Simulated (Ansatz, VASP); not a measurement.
One calculation of C, two programs

```xyz
2
Lattice="0.0000 1.8726 1.7834 1.8726 0.0000 1.7834 1.8726 1.8726 0.0000" Properties=species:S:1:pos:R:3 pbc="T T T"
C     1.8726    1.8726    1.7834
C     2.8089    2.8089    2.6751
```

Change from the starting cell: strain +0.0500 x Voigt [1, 1, 0, 0, 0, 0], atoms carried along.

Alike in both runs: task single point; functional PBE; k mesh 12 × 12 × 12; occupations gaussian, width 0.05 eV; no spin polarisation.

|  | VASP | Ansatz |
| --- | --- | --- |
| version | VASP 6.6.1 | Ansatz 0.2.0 |
| potentials or method | VASP PAW PBE potentials, release 64 (C), cutoff 520 eV | scalar-relativistic, plane waves, PAW |
| valence electrons in the cell | 8 | 8 |

Ansatz gave:

```
gap on the k mesh at the Fermi level (eV)                     : 2.81
least direct gap on the mesh (eV)                             : 4.53
pressure (GPa)                                                : -33.9
traceless stress, the component that is largest in VASP (GPa) : 25.79
```

Q: Estimate VASP's values.

A: gap on the k mesh at the Fermi level (eV): 2.80; least direct gap on the mesh (eV): 4.53; pressure (GPa): -33.6; traceless stress, the component that is largest in VASP (GPa): 25.79.

Both programs put the cell under strong tension, so it lies far from rest at this level. With one functional, cell and mesh, what is left measures potentials, basis and numerics.

Noted on VASP's run: the cell as given lies far from equilibrium.
